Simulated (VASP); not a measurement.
Input of a VASP 6.6.1 run:

The input INCAR:

```
SYSTEM = Rh
PREC = Accurate
ENCUT = 520
EDIFF = 1E-7
ISMEAR = -1
SIGMA = 0.05
LREAL = .False.
LASPH = .True.
NELM = 80
ALGO = Normal
ISIF = 2
LWAVE = .False.
LCHARG = .False.
GGA = PE
NBANDS = 14
```

KPOINTS

```
regular mesh
0
Gamma
  17 17 17
  0 0 0
```

File POSCAR:

```
Rh
1.0
    0.0000000000      1.8825281344      1.8825281344
    1.8825281344      0.0000000000      1.8825281344
    1.8825281344      1.8825281344      0.0000000000
Rh
1
Direct
    0.0000000000      0.0000000000      0.0000000000
```

Potentials or basis: VASP PAW PBE potentials, release 64 (Rh_pv).

Command:

```sh
$ cat potpaw_PBE.64/Rh_pv/POTCAR > POTCAR
$ mpirun -np 1 vasp_std > vasp.out
```

Estimate the pressure.

15.1 GPa.
